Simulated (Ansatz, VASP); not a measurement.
## Mo in VASP and in Ansatz

Contents of INCAR:

```
SYSTEM = Mo
  PREC = Accurate
  ENCUT = 520
  EDIFF = 1E-6
  ISMEAR = -1
  SIGMA = 0.1
  LREAL = .False.
  LASPH = .True.
  NELM = 100
  ALGO = Normal
  ISIF = 2
  LWAVE = .False.
  LCHARG = .False.
  GGA = PS
  NBANDS = 28
```

File KPOINTS:

```
Automatic mesh
0
Gamma
  9 9 14
  0 0 0
```

POSCAR

```
Mo
1.0
    4.6204402938      0.0000000000      0.0000000000
   -2.3102201469      4.0014186711      0.0000000000
    0.0000000000      0.0000000000      2.5358507691
Mo
3
Direct
    0.0000000000      0.0000000000      0.0000000000
    0.3333333333      0.6666666667      0.5000000000
    0.6666666667      0.3333333333      0.5000000000
```

Input for Ansatz:

```yaml
crystal:
  lattice:
    - [4.6204402938, 0.0, 0.0]
    - [-2.3102201469, 4.0014186711, 0.0]
    - [0.0, 0.0, 2.5358507691]
  atoms:
    - { symbol: Mo, position: [0.0, 0.0, 0.0] }
    - { symbol: Mo, position: [0.3333333333, 0.6666666667, 0.5] }
    - { symbol: Mo, position: [0.6666666667, 0.3333333333, 0.5] }
hamiltonian:
  xc: pbesol
  pseudopotentials:
    kind: paw
    azcp:
      Mo: "pseudopotentials/Mo.paw.azcp"
basis:
  ecutwfc: 420
  fft_grid_basis: typed
kpoints:
  mp_grid: { grid: [9, 9, 14], shift: [0, 0, 0] }
magnetization:
  spin_polarized: false
scf:
  occupations: { method: fermi_dirac, width: 0.1 }
  lower_state_search: "off"
output:
  stress: true
  write_density: true
  write_potential: true
  elf: true
  volumetric_format: npy
```

Alike in both runs: task single point; functional PBEsol; k mesh 9 × 9 × 14; occupations fermi-dirac, width 0.1 eV; no spin polarisation.

```csv
,VASP,Ansatz
version,VASP 6.6.1,Ansatz 0.2.0
potentials or method,"VASP PAW PBE potentials, release 64 (Mo_sv), cutoff 520 eV","plane waves (420 eV) with PAW, scalar-relativistic"
valence electrons in the cell,42,42
```

Ansatz gave:

* pressure (GPa): 0.1
* traceless stress, the component that is largest in VASP (GPa): -0.80

Q: Which values does VASP return?

A: Pressure (GPa): 0.6; traceless stress, the component that is largest in VASP (GPa): -0.63.

VASP's potentials were made for PBE, not for PBEsol, and Ansatz warns of the same on its side.
